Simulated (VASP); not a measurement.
Crystal: LiCl.

```
Li Cl
1.0
     3.89374    0.00000    0.00000
    -1.94687    3.37208    0.00000
     0.00000    0.00000    6.22588
Li Cl
2 2
Direct
  0.66667 0.33333 0.87808
  0.33333 0.66667 0.37808
  0.66667 0.33333 0.49692
  0.33333 0.66667 0.99692
```

Base run:

| Quantity | Value |
| --- | --- |
| Program | VASP 6.6.1 |
| Functional | r2SCAN |
| Potentials or basis | VASP PAW PBE potentials, release 64 (Li_sv, Cl) |
| Cutoff | 520 eV |
| k mesh | 12 × 12 × 4 |
| Occupations | gaussian, width 0.01 eV |
| Spin | no spin polarisation |

Its results: band gap on the k mesh 6.74 eV, direct.

Problem. The run is repeated on the same cell with these changes: functional from r2SCAN to PBE; further incar settings from ALGO = Normal; EDIFF = 1e-06; NBANDS = 18 to ALGO = Normal; EDIFF = 1e-07; NBANDS = 18. What comes out?

Solution. Band gap on the k mesh 6.03 eV, direct.

A k mesh can miss the band edges.
